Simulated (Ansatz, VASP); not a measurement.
## Two plane-wave programs on LiCl

```
Li Cl
1.0
     0.00000    2.75782    2.75782
     2.75782    0.00000    2.75782
     2.75782    2.75782    0.00000
Li Cl
1 1
Direct
  0.75000 0.75000 0.75000
  0.50000 0.50000 0.50000
```

Alike in both runs: task single point; functional r2SCAN; k mesh 8 × 8 × 8; occupations gaussian, width 0.02 eV; no spin polarisation.

|  | VASP | Ansatz |
| --- | --- | --- |
| version | VASP 6.6.1 | Ansatz 0.2.0 |
| potentials or method | VASP PAW PBE potentials, release 64 (Li_sv, Cl), cutoff 520 eV | scalar-relativistic, plane waves, PAW |
| valence electrons in the cell | 10 | 10 |

```tsv
	VASP	Ansatz	Ansatz less VASP
gap on the k mesh at the Fermi level (eV)	6.67	6.61	-0.056
least direct gap on the mesh (eV)	6.67	6.61	-0.056
```

VASP's potentials were made for PBE, not for r2SCAN. With one functional, cell and mesh, what is left measures potentials, basis and numerics.

Noted on VASP's run: the cutoff is short for stress, so the pressure is rough.
